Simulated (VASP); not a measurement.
Input of a VASP 6.6.1 run:

File INCAR:

```
SYSTEM = As
PREC = Accurate
ENCUT = 520
EDIFF = 1E-6
ISMEAR = 0
SIGMA = 0.15
LREAL = .False.
LASPH = .True.
NELM = 60
ALGO = Normal
ISIF = 2
LWAVE = .False.
LCHARG = .False.
GGA = CA
NBANDS = 8
```

The input KPOINTS:

```
Automatic mesh
0
Gamma
  18 18 18
  0 0 0
```

Contents of POSCAR:

```
As
1.0
    2.7036817444      0.0000000000      0.0000000000
    0.0000000000      2.7036817444      0.0759734570
    0.0000000000      0.0759734570      2.7036817444
As
1
Direct
    0.5000000000      0.5000000000      0.5000000000
```

Potentials or basis: VASP PAW LDA potentials, release 64 (As).

Launch:

```console
$ cat potpaw_LDA.64/As/POTCAR > POTCAR
$ mpirun -np 1 vasp_std > vasp.out
```

(1) What does it give for the pressure?

Results:

(1) -2.4 GPa.

Caveat: the cell differs from its parent crystal (strain +0.0562 x Voigt [0, 0, 0, 1, 0, 0]).
